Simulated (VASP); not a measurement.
Crystal: TiO2.

```
CELL_PARAMETERS angstrom
-1.90894 1.90894 4.88894
1.90894 -1.90894 4.88894
1.90894 1.90894 -4.88894
ATOMIC_POSITIONS crystal
Ti 0.00000 0.00000 0.00000
Ti 0.75000 0.25000 0.50000
O 0.20517 0.20517 0.00000
O 0.95517 0.45517 0.50000
O 0.54483 0.04483 0.50000
O 0.79483 0.79483 0.00000
```

| Property | Result |
| --- | --- |
| Program | VASP 6.6.1 |
| Task | relaxation of cell and atoms |
| Functional | PBE |
| Potentials or basis | VASP PAW PBE potentials, release 64 (Ti_sv, O) |
| Cutoff | 600 eV |
| k mesh | 8 × 8 × 8 |
| Occupations | gaussian, width 0.02 eV |
| Spin | no spin polarisation |
| Hubbard terms | Ti d U = 4.0 eV |

At the start: pressure 4.0 GPa; volume 11.88 Å³/atom.

Question: How do energy, volume and symmetry change on relaxing?

Answer: Over 15 steps the energy falls by 3.5 meV/atom and the volume is 12.07 Å³/atom (+1.6 %); space group I4_1/amd (No. 141, to 0.1 Å) before and after.

Step by step:
```tsv
step	energy change (eV)	largest force (eV/Å)	pressure (GPa)	volume (Å³)
1	0.0000	0.1628	4.00	71.26
2	0.0088	0.1472	-4.69	74.36
3	-0.0180	0.0183	-0.10	72.64
4	-0.0180	0.0211	-0.06	72.61
5	-0.0192	0.0509	-0.03	72.61
6	-0.0196	0.0844	-0.03	72.61
7	-0.0203	0.0581	-0.13	72.59
8	-0.0209	0.0063	-0.36	72.55
9	-0.0210	0.0033	0.31	72.28
10	-0.0211	0.0045	0.03	72.40
11	-0.0211	0.0043	0.05	72.40
12	-0.0211	0.0050	-0.08	72.48
13	-0.0211	0.0052	-0.10	72.42
14	-0.0211	0.0049	-0.03	72.40
15	-0.0211	0.0007	-0.03	72.41
```

Final structure:
```yaml
crystal:
  lattice:
    - [-1.92877, 1.92877, 4.86590]
    - [1.92877, -1.92877, 4.86590]
    - [1.92877, 1.92877, -4.86590]
  atoms:
    - { symbol: Ti, position: [0.00000, 0.00000, 0.00000] }
    - { symbol: Ti, position: [0.75000, 0.25000, 0.50000] }
    - { symbol: O, position: [0.20689, 0.20689, 0.00000] }
    - { symbol: O, position: [0.95689, 0.45689, 0.50000] }
    - { symbol: O, position: [0.54311, 0.04311, 0.50000] }
    - { symbol: O, position: [0.79311, 0.79311, 0.00000] }
```
